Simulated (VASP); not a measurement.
Here is a VASP 6.6.1 calculation.

The input INCAR:

```
  ALGO = Normal
  EDIFF = 1E-7
  ENCUT = 520
  GGA = PS
  ISIF = 2
  ISMEAR = 0
  LASPH = T
  LCHARG = F
  LREAL = F
  LWAVE = F
  NBANDS = 28
  NELM = 60
  PREC = Accurate
  SIGMA = 0.01
```

KPOINTS

```
k-points
0
Gamma
  6 6 4
```

File POSCAR:

```
La2O3
1.0
    3.9952284386      0.0000000000      0.0000000000
   -1.9976142193      3.4599687072      0.0000000000
    0.0000000000      0.0000000000      6.2121677786
La O
2 3
Direct
    0.6666666667      0.3333333333      0.7537640000
    0.3333333333      0.6666666667      0.2462360000
    0.6666666667      0.3333333333      0.3541090000
    0.3333333333      0.6666666667      0.6458910000
    0.0000000000      0.0000000000      0.0000000000
```

Potentials or basis: VASP PAW PBE potentials, release 64 (La, O).

Run with:

```sh
$ cat potpaw_PBE.64/La/POTCAR potpaw_PBE.64/O/POTCAR > POTCAR
$ mpirun -np 1 vasp_std > vasp.out
```

Estimate the largest force.

0.442 eV/Å.

Predict the pressure.

-8.8 GPa.

Forces on the atoms (eV/Å):
```
La   0.000  0.000 -0.442
La   0.000  0.000  0.442
O    0.000  0.000 -0.049
O    0.000  0.000  0.049
O    0.000  0.000  0.000
```

Caveat: the PAW data sets were made with another functional, which shifts forces and pressure a little.
